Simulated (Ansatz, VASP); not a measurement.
**One calculation of TiHg, two programs**

File INCAR:

```
PREC = Accurate
ENCUT = 520
EDIFF = 1E-6
ISMEAR = -1
SIGMA = 0.08
LREAL = F
LASPH = T
NELM = 100
ALGO = Normal
ISIF = 2
LWAVE = F
LCHARG = F
GGA = CA
NBANDS = 19
```

Contents of KPOINTS:

```
Automatic mesh
0
Gamma
  14 14 10
```

Contents of POSCAR:

```
TiHg
1.0
    3.0691800000      0.0000000000      0.0000000000
    0.0000000000      3.0691800000      0.0000000000
    0.0000000000      0.0000000000      4.0410000000
Ti Hg
1 1
Direct
    0.5000000000      0.5000000000      0.5000000000
    0.0000000000      0.0000000000      0.0000000000
```

Input for Ansatz:

```yaml
crystal:
  lattice:
    - [3.06918, 0.0, 0.0]
    - [0.0, 3.06918, 0.0]
    - [0.0, 0.0, 4.041]
  atoms:
    - { symbol: Ti, position: [0.5, 0.5, 0.5] }
    - { symbol: Hg, position: [0.0, 0.0, 0.0] }
kpoints:
  mp_grid: { grid: [14, 14, 10] }
  band_path:
    path:
      - [0.0, 0.0, 0.0]
      - [0.0, 0.5, 0.0]
      - [0.5, 0.5, 0.0]
      - [0.0, 0.0, 0.0]
      - [0.0, 0.0, 0.5]
      - [0.0, 0.5, 0.5]
      - [0.5, 0.5, 0.5]
      - [0.0, 0.0, 0.5]
      - [0.0, 0.5, 0.0]
    npoints: 5
scf:
  occupations: { method: fermi_dirac, width: 0.08 }
hamiltonian:
  xc: lda
  pseudopotentials: { kind: all_electron, lapw: { basis_error: 0.001 } }
output:
  forces: true
  stress: true
  eigenvalues: true
```

Change from the starting cell: equal xx and yy strain of +2 %.

Alike in both runs: task single point; functional LDA; k mesh 14 × 14 × 10; occupations fermi-dirac, width 0.08 eV; no spin polarisation.

|  | VASP | Ansatz |
| --- | --- | --- |
| version | VASP 6.6.1 | Ansatz 0.2.0 |
| potentials or method | VASP PAW LDA potentials, release 64 (Ti_sv, Hg), cutoff 520 eV | all-electron LAPW, scalar-relativistic |

|  | VASP | Ansatz | Ansatz less VASP |
| --- | --- | --- | --- |
| pressure (GPa) | -9.5 | -10.2 | -0.74 |
| traceless stress, the component that is largest in VASP (GPa) | 0.73 | 0.76 | +0.030 |

LDA's correlation is that of Perdew and Zunger in VASP and of Perdew and Wang (1992) in Ansatz. Ansatz ran all-electron here, and VASP with PAW potentials.

Neither program's run includes spin-orbit coupling.
